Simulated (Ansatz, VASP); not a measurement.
## Two plane-wave programs on Li

File INCAR:

```
SYSTEM = Li
PREC = Accurate
ENCUT = 600
EDIFF = 1E-7
ISMEAR = 0
SIGMA = 0.2
LREAL = .FALSE.
LASPH = .TRUE.
NELM = 80
ALGO = Normal
ISIF = 3
LWAVE = .FALSE.
LCHARG = .FALSE.
GGA = PE
IBRION = 2
NSW = 80
EDIFFG = -0.025
```

File KPOINTS:

```
regular mesh
0
G
  8 4 4
  0 0 0
```

The input POSCAR:

```
Li
1.0
   -0.0009854867      0.0313913055      2.9141572971
    5.1433525126      0.0457078102     -0.0017019301
    0.0488602686      5.4325560042      0.0579516411
Li
4
Direct
    0.2822971443      0.7364222890      0.2792183263
    0.2427050041      0.7528552875      0.7541740074
    0.8195957336      0.2725882061      0.2422166399
    0.6554021181      0.2381342174      0.7243910264
```

Input for Ansatz:

```yaml
crystal:
  lattice:
    - [-0.0009854867, 0.0313913055, 2.9141572971]
    - [5.1433525126, 0.0457078102, -0.0017019301]
    - [0.0488602686, 5.4325560042, 0.0579516411]
  atoms:
    - { symbol: Li, position: [0.2822971443, 0.736422289, 0.2792183263] }
    - { symbol: Li, position: [0.2427050041, 0.7528552875, 0.7541740074] }
    - { symbol: Li, position: [0.8195957336, 0.2725882061, 0.2422166399] }
    - { symbol: Li, position: [0.6554021181, 0.2381342174, 0.7243910264] }
basis:
  ecutwfc: 420
kpoints:
  mp_grid: { grid: [8, 4, 4] }
hamiltonian:
  xc: pbe
scf:
  occupations: { method: gaussian, width: 0.2 }
  lower_state_search: "off"
output:
  forces: true
  stress: true
  eigenvalues: true
relax:
  adjacent_minimum: "off"
  f_tol: 0.025
  max_steps: 60
  cell: { stress_tol: 0.25 }
```

Change from the starting cell: cell x2, atoms moved at random (sigma 0.15 Å) and cell strained at random (1.5 %), then relaxed without symmetry.

Alike in both runs: task relaxation of cell and atoms; functional PBE; k mesh 8 × 4 × 4; occupations gaussian, width 0.2 eV; no spin polarisation.

|  | VASP | Ansatz |
| --- | --- | --- |
| version | VASP 6.6.1 | Ansatz 0.2.0 |
| potentials or method | VASP PAW PBE potentials, release 64 (Li_sv), cutoff 600 eV | scalar-relativistic, plane waves, PAW |
| valence electrons in the cell | 12 | 12 |

VASP gave:

```
gap on the k mesh at the Fermi level, each at its own relaxed structure (eV) : none
relaxed volume (Å³/atom)                                                     : 20.14
relaxed cell length with the largest relative difference (Å)                 : 5.098
```

What did Ansatz give for the same quantities?

gap on the k mesh at the Fermi level, each at its own relaxed structure (eV): none; relaxed volume (Å³/atom): 20.21; relaxed cell length with the largest relative difference (Å): 5.072.

A gap of «none» marks a metal or a gap that the smearing closes.

Noted on VASP's run: the cutoff is short for stress, so the pressure is rough.
